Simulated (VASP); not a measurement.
# Ti3Si (P6_3/mmc) in VASP: notebook, part 2 of 2

VASP 6.6.1.

## Step 4: Single point, PBEsol

This run uses another cell than the first one, of 14.61 Å³/atom.

The input, INCAR:

```
PREC = Accurate ; ENCUT = 520
EDIFF = 1E-6 ; ISMEAR = 0
SIGMA = 0.1 ; LREAL = F
LASPH = T ; NELM = 80
ALGO = Fast ; ISIF = 2
LWAVE = F ; LCHARG = T
GGA = PS ; LELF = T
LVHAR = T ; NBANDS = 50
```

The input, KPOINTS:

```
Automatic mesh
0
Gamma
  6 6 8
```

The input, POSCAR:

```
Ti3Si
1.0
    5.5199157024      0.0000000000      0.0000000000
   -2.7599578512      4.7803872250      0.0000000000
    0.0000000000      0.0000000000      4.4301752463
Ti Si
6 2
Direct
    0.3430310642      0.1715155321      0.7500000000
    0.8284844679      0.1715155321      0.7500000000
    0.8284844679      0.6569689358      0.7500000000
    0.6569689358      0.8284844679      0.2500000000
    0.1715155321      0.8284844679      0.2500000000
    0.1715155321      0.3430310642      0.2500000000
    0.3333333333      0.6666666667      0.7500000000
    0.6666666667      0.3333333333      0.2500000000
```

Potentials or basis: VASP PAW PBE potentials, release 64 (Ti_sv, Si).

The run is started by

```console
> cat potpaw_PBE.64/Ti_sv/POTCAR potpaw_PBE.64/Si/POTCAR > POTCAR
> mpirun -np 1 vasp_std > vasp.out
```

OUTCAR:

```text
PREC = Accurate
   ENCUT = 520
   EDIFF = 1E-6
   ISMEAR = 0
   LREAL = F
   LASPH = T
   NELM = 80
   ISIF = 2
   GGA = PS

 ion  position               nearest neighbor table
   1  0.343  0.172  0.750-   3 2.68   2 2.68   8 2.70   8 2.70   5 2.76   5 2.76   6 2.76   6 2.76
                             7 2.76   7 2.76   3 2.84   2 2.84
   2  0.828  0.172  0.750-   3 2.68   1 2.68   8 2.70   8 2.70   4 2.76   4 2.76   6 2.76   6 2.76
                             7 2.76   7 2.76   3 2.84   1 2.84
   3  0.828  0.657  0.750-   1 2.68   2 2.68   8 2.70   8 2.70   4 2.76   4 2.76   5 2.76   5 2.76
                             7 2.76   7 2.76   2 2.84   1 2.84
   4  0.657  0.828  0.250-   6 2.68   5 2.68   7 2.70   7 2.70   2 2.76   2 2.76   3 2.76   3 2.76
                             8 2.76   8 2.76   6 2.84   5 2.84
[... 1498 lines left out ...]
  external PRESSURE =      48.9077340 kB  Pullay stress =       0.0000000 kB

 VOLUME and BASIS-vectors are now :
 -----------------------------------------------------------------------------
  energy-cutoff  :      520.00
  volume of cell :      116.90
      direct lattice vectors                 reciprocal lattice vectors
     5.519915702  0.000000000  0.000000000     0.181162187  0.104594037  0.000000000
    -2.759957851  4.780387225  0.000000000     0.000000000  0.209188075  0.000000000
     0.000000000  0.000000000  4.430175246     0.000000000  0.000000000  0.225724705

 POSITION                                       TOTAL-FORCE (eV/Angst)
 -----------------------------------------------------------------------------------
      1.42013      0.81991      3.32263        -0.010333     -0.005966      0.000000
      4.09979      0.81991      3.32263         0.010333     -0.005966     -0.000000
      2.75996      3.14057      3.32263        -0.000000      0.011931      0.000000
      1.33983      3.96048      1.10754         0.010333      0.005966     -0.000000
     -1.33983      3.96048      1.10754        -0.010333      0.005966      0.000000
      0.00000      1.63982      1.10754        -0.000000     -0.011931     -0.000000
     -0.00000      3.18692      3.32263        -0.000000      0.000000      0.000000
      2.75996      1.59346      1.10754        -0.000000      0.000000      0.000000
 -----------------------------------------------------------------------------------
    total drift:                                0.000000     -0.000000      0.000000

  FREE ENERGIE OF THE ION-ELECTRON SYSTEM (eV)
  ---------------------------------------------------
  free  energy   TOTEN  =       -65.6301582356 eV

  energy  without entropy=      -65.5951733534  energy(sigma->0) =      -65.61266579
```

stdout:

```text
POSCAR found type information on POSCAR TiSi
 POSCAR found :  2 types and       8 ions
 scaLAPACK will be used
 -----------------------------------------------------------------------------
|                                                                             |
|                                                                             |
[... 18 lines left out ...]
WARNING in EDDRMM: call to ZHEGV failed, returncode =   8  4     37
WARNING in EDDRMM: call to ZHEGV failed, returncode =   6  3     31
WARNING in EDDRMM: call to ZHEGV failed, returncode =   8  4     21
WARNING in EDDRMM: call to ZHEGV failed, returncode =   8  4     23
WARNING in EDDRMM: call to ZHEGV failed, returncode =   6  3     35
WARNING in EDDRMM: call to ZHEGV failed, returncode =   8  4     29
WARNING in EDDRMM: call to ZHEGV failed, returncode =   6  3     13
WARNING in EDDRMM: call to ZHEGV failed, returncode =   6  3     23
```

Run time: 7.2 min. Hardware: 1 thread of AMD EPYC 9R45 (Zen 5), shared host; peak memory 0.3 GiB.

Results:

* Free energy: -65.6302 eV
* Pressure: 4.9 GPa
* Largest force: 0.012 eV/Å
* Band gap on the k mesh: zero (bands 40 and 41 overlap by 0.38 eV)

Forces in eV/Å, atoms in the order of the input:
```
Ti  -0.010 -0.006  0.000
Ti   0.010 -0.006  0.000
Ti   0.000  0.012  0.000
Ti   0.010  0.006  0.000
Ti  -0.010  0.006  0.000
Ti   0.000 -0.012  0.000
Si   0.000  0.000  0.000
Si   0.000  0.000  0.000
```

Caveat: the cell stands under pressure; the PAW data sets were made with another functional, which shifts forces and pressure a little.

## Step 5: Single point, PBEsol

This run uses another cell than the first one, of 14.89 Å³/atom.

The input, INCAR:

```
SYSTEM = Ti3Si
  PREC = Accurate
  ENCUT = 520
  EDIFF = 1E-7
  ISMEAR = 0
  SIGMA = 0.1
  LREAL = .False.
  LASPH = .True.
  NELM = 80
  ALGO = Fast
  ISIF = 2
  LWAVE = .False.
  LCHARG = .False.
  GGA = PS
  NBANDS = 50
```

The input, KPOINTS:

```
Automatic mesh
0
Gamma
  6 6 8
  0 0 0
```

The input, POSCAR:

```
Ti3Si
1.0
    5.5574022111      0.0000000000      0.0000000000
   -2.7787011056      4.8128514939      0.0000000000
    0.0000000000      0.0000000000      4.4548900414
Ti Si
6 2
Direct
    0.3431979644      0.1715989822      0.7500000000
    0.8284010178      0.1715989822      0.7500000000
    0.8284010178      0.6568020356      0.7500000000
    0.6568020356      0.8284010178      0.2500000000
    0.1715989822      0.8284010178      0.2500000000
    0.1715989822      0.3431979644      0.2500000000
    0.3333333333      0.6666666667      0.7500000000
    0.6666666667      0.3333333333      0.2500000000
```

The run is started by

```console
> cat potpaw_PBE.64/Ti_sv/POTCAR potpaw_PBE.64/Si/POTCAR > POTCAR
> mpirun -np 1 vasp_std > vasp.out
```

Run time: 9.8 min. Hardware: 1 thread of AMD EPYC 9R45 (Zen 5), shared host; peak memory 0.3 GiB.

Results (log left out):

- Free energy: -65.6783 eV
- Pressure: 1.9 GPa
- Largest force: 0.018 eV/Å
- Band gap on the k mesh: zero (bands 40 and 41 overlap by 0.37 eV)

Forces on the atoms (eV/Å):
```
Ti  -0.015 -0.009  0.000
Ti   0.015 -0.009  0.000
Ti   0.000  0.018  0.000
Ti   0.015  0.009  0.000
Ti  -0.015  0.009  0.000
Ti   0.000 -0.018  0.000
Si   0.000  0.000  0.000
Si   0.000  0.000  0.000
```

Levels at points of the mesh, in eV from the Fermi level:
| k point | band 38 | band 39 | band 40 | band 41 | band 42 | band 43 |
| --- | --- | --- | --- | --- | --- | --- |
| (0.00, 0.00, 0.00) | -1.44 | -0.65 | -0.20 | 0.50 | 0.50 | 0.52 |
| (0.50, 0.00, 0.00) | -0.69 | -0.67 | 0.01 | 0.35 | 0.49 | 0.58 |
| (0.00, 0.00, 0.50) | -1.10 | -0.57 | -0.57 | -0.04 | -0.04 | -0.04 |
| (0.50, 0.00, 0.50) | -0.54 | -0.29 | -0.29 | 0.02 | 0.02 | 0.55 |

Caveat: the PAW data sets were made with another functional, which shifts forces and pressure a little.

## Step 6: Summary

```tsv
cell	further INCAR settings	gap on the mesh (eV)	pressure (GPa)	largest force (eV/Å)
a = 5.361, b = 5.361, c = 4.330 Å, angles 90.0, 90.0, 120.0°, 8 atoms, atomic positions A	ALGO = Fast; EDIFF = 1e-07; NBANDS = 50	none	19.8	0.02
a = 5.463, b = 5.463, c = 4.393 Å, angles 90.0, 90.0, 120.0°, 8 atoms, atomic positions B	ALGO = Fast; EDIFF = 1e-06; NBANDS = 50	none	9.8	0.02
a = 5.520, b = 5.520, c = 4.430 Å, angles 90.0, 90.0, 120.0°, 8 atoms, atomic positions B	ALGO = Fast; EDIFF = 1e-06; NBANDS = 50	none	4.9	0.01
a = 5.557, b = 5.557, c = 4.455 Å, angles 90.0, 90.0, 120.0°, 8 atoms, atomic positions C	ALGO = Fast; EDIFF = 1e-07; NBANDS = 50	none	1.9	0.02
```

Alike in all rows: task single point; level PBEsol; potentials or basis VASP PAW PBE potentials, release 64 (Ti_sv, Si); no spin polarisation; k mesh 6 × 6 × 8; cutoff (eV) 520; smearing gaussian 0.1 eV.

Caveats: the PAW data sets were made with another functional, which shifts forces and pressure a little; the cell stands under pressure (at least some runs).

Absolute energies hang on the potentials; compare differences alone.
